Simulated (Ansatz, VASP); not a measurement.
## Cd in VASP and in Ansatz

Contents of POSCAR:

```
Cd
1.0
    2.9509006248      0.0000000000      0.0000000000
   -1.4754503124      2.5555549051      0.0000000000
    0.0000000000      0.0000000000      5.8838547497
Cd
2
Direct
    0.3333333333      0.6666666667      0.2500000000
    0.6666666667      0.3333333333      0.7500000000
```

INCAR.step1

```
SYSTEM = Cd
ALGO = Normal
EDIFF = 1E-4
ENCUT = 520
GGA = PE
ISMEAR = -1
LASPH = .True.
LCHARG = .False.
LREAL = .False.
LWAVE = .True.
NBANDS = 19
NELM = 100
PREC = Accurate
SIGMA = 0.1
```

INCAR.step2

```
SYSTEM = Cd
ALGO = Normal
EDIFF = 1E-6
ENCUT = 520
ISIF = 2
ISMEAR = -1
ISTART = 1
LASPH = .True.
LCHARG = .False.
LMIXTAU = .True.
LREAL = .False.
LWAVE = .False.
METAGGA = R2SCAN
NBANDS = 19
NELM = 100
PREC = Accurate
SIGMA = 0.1
```

The input KPOINTS:

```
k-points
0
Gamma
  8 8 4
  0 0 0
```

Input for Ansatz:

```yaml
crystal:
  lattice:
    - [2.9509006248, 0.0, 0.0]
    - [-1.4754503124, 2.5555549051, 0.0]
    - [0.0, 0.0, 5.8838547497]
  atoms:
    - { symbol: Cd, position: [0.3333333333, 0.6666666667, 0.25] }
    - { symbol: Cd, position: [0.6666666667, 0.3333333333, 0.75] }
hamiltonian:
  xc: r2scan
  pseudopotentials:
    kind: paw
    azcp:
      Cd: "pseudopotentials/Cd.paw.azcp"
basis:
  ecutwfc: 500
  fft_grid_basis: typed
kpoints:
  mp_grid: { grid: [8, 8, 4], shift: [0, 0, 0] }
magnetization:
  spin_polarized: false
scf:
  occupations: { method: fermi_dirac, width: 0.1 }
  lower_state_search: "off"
output:
  stress: true
```

Alike in both runs: task single point; functional r2SCAN; k mesh 8 × 8 × 4; occupations fermi-dirac, width 0.1 eV; no spin polarisation.

|  | VASP | Ansatz |
| --- | --- | --- |
| version | VASP 6.6.1 | Ansatz 0.2.0 |
| potentials or method | VASP PAW PBE potentials, release 64 (Cd), cutoff 520 eV | plane waves (500 eV) with PAW, scalar-relativistic |
| valence electrons in the cell | 24 | 40 |

```tsv
	VASP	Ansatz	Ansatz less VASP
pressure (GPa)	0.8	0.4	-0.36
traceless stress, the component that is largest in VASP (GPa)	-1.49	-1.31	+0.176
```

VASP's potentials were made for PBE, not for r2SCAN. VASP's potentials hold 24 valence electrons a cell and Ansatz's 40, so a difference there can come from the potentials and not from the codes.
